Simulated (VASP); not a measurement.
GaP:

```
Ga P
1.0
     0.00000    2.63411    2.72541
     2.63411    0.00000    2.72541
     2.63411    2.63411    0.00000
Ga P
1 1
Direct
  0.00000 0.00000 0.00000
  0.25000 0.25000 0.25000
```

This cell differs from its parent crystal: biaxial xy strain -3.4%.

Base run:

- Program: VASP 6.6.1
- Functional: PBE
- Potentials or basis: VASP PAW PBE potentials, release 64 (Ga_d, P)
- Cutoff: 520 eV
- k mesh: 8 × 8 × 8
- Occupations: fermi-dirac, width 0.02 eV
- Spin: no spin polarisation

Its results: band gap on the k mesh 1.35 eV, indirect (least direct gap 2.32 eV); pressure 9.3 GPa.

Q: The run is repeated on the same cell with these changes: k mesh from 8 × 8 × 8 to 4 × 4 × 4; occupations from fermi-dirac, width 0.02 eV to gaussian, width 0.01 eV. What comes out?

A: Band gap on the k mesh 1.32 eV, indirect (least direct gap 2.31 eV); pressure 9.8 GPa.

Caveats: some runs use coarse meshes.

A k mesh can miss the band edges.
